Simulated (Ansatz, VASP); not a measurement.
# One calculation of Si4Ge, two programs

```
CELL_PARAMETERS angstrom
-1.41462 1.41462 10.00285
1.41462 -1.41462 10.00285
1.41462 1.41462 -10.00285
ATOMIC_POSITIONS crystal
Si 0.60000 0.60000 0.00000
Si 0.20000 0.20000 0.00000
Si 0.80000 0.80000 0.00000
Si 0.40000 0.40000 0.00000
Ge 0.00000 0.00000 0.00000
```

Alike in both runs: task single point; functional PBE; k mesh 8 × 8 × 8; occupations gaussian, width 0.1 eV; no spin polarisation.

```csv
,VASP,Ansatz
version,VASP 6.6.1,Ansatz 0.2.0
potentials or method,"VASP PAW PBE potentials, release 64 (Si, Ge_d), cutoff 520 eV","scalar-relativistic, plane waves, PAW"
valence electrons in the cell,30,30
```

VASP gave:

- gap on the k mesh at the Fermi level (eV): none
- pressure (GPa): -1.3
- traceless stress, the component that is largest in VASP (GPa): 2.22
- rms of the force components (eV/Å): 0.259

Task: What did Ansatz give for the same quantities?

Result: gap on the k mesh at the Fermi level (eV): none; pressure (GPa): -1.2; traceless stress, the component that is largest in VASP (GPa): 2.22; rms of the force components (eV/Å): 0.258.

Atom by atom the forces differ by 0.001 eV/Å (rms over components). A gap of «none» marks a metal or a gap that the smearing closes.

The k mesh is coarse, so the values compare programs but aren't converged.
